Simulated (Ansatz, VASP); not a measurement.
# Two plane-wave programs on Al

The input INCAR:

```
SYSTEM = Al
PREC     = Accurate       ! precision mode
ENCUT    = 520            ! plane-wave cutoff, eV
EDIFF    = 1E-6           ! SCF threshold, eV
ISMEAR   = 0              ! smearing method
SIGMA    = 0.05           ! smearing width, eV
LREAL    = .False.        ! projectors in reciprocal space
LASPH    = .True.         ! aspherical terms in the spheres
NELM     = 150            ! most SCF steps
ALGO     = Fast           ! electronic algorithm
ISIF     = 2              ! what is computed and relaxed
LWAVE    = .False.        ! write WAVECAR
LCHARG   = .True.         ! write CHGCAR
MAGMOM   = 0 0 0          ! initial moments
LORBIT   = 11             ! projections on sites
LSORBIT  = .True.         ! spin-orbit coupling
GGA_COMPAT= .False.      
LORBMOM  = .True.       
GGA      = PE             ! functional
LVHAR    = .True.       
NBANDS   = 14             ! bands
```

Contents of KPOINTS:

```
regular mesh
0
Gamma
  18 18 18
  0 0 0
```

POSCAR

```
Al
1.0
    0.0000000000      2.0209177581      2.0209177581
    2.0209177581      0.0000000000      2.0209177581
    2.0209177581      2.0209177581      0.0000000000
Al
1
Direct
    0.0000000000      0.0000000000      0.0000000000
```

Input for Ansatz:

```yaml
crystal:
  lattice:
    - [0.0, 2.0209177582, 2.0209177582]
    - [2.0209177582, 0.0, 2.0209177582]
    - [2.0209177582, 2.0209177582, 0.0]
  atoms:
    - { symbol: Al, position: [0.0, 0.0, 0.0] }
basis:
  ecutwfc: 600
  ecutrho_ratio: 5
kpoints:
  mp_grid: { grid: [18, 18, 18] }
hamiltonian:
  xc: pbe
scf:
  occupations: { method: gaussian, width: 0.05 }
output:
  forces: true
  stress: true
  eigenvalues: true
  populations: true
magnetization:
  noncollinear: true
  spin_orbit: true
```

Alike in both runs: task single point; functional PBE; k mesh 18 × 18 × 18; occupations gaussian, width 0.05 eV; non-collinear spin, spin-orbit coupling.

|  | VASP | Ansatz |
| --- | --- | --- |
| version | VASP 6.6.1 | Ansatz 0.2.0 |
| potentials or method | VASP PAW PBE potentials, release 64 (Al), cutoff 520 eV | plane waves, PAW |
| valence electrons in the cell | 3 | 3 |

```csv
,VASP,Ansatz,Ansatz less VASP
pressure (GPa),0.0,0.0,+0.02
net moment per atom (μB),0.00,0.00,0.000
```
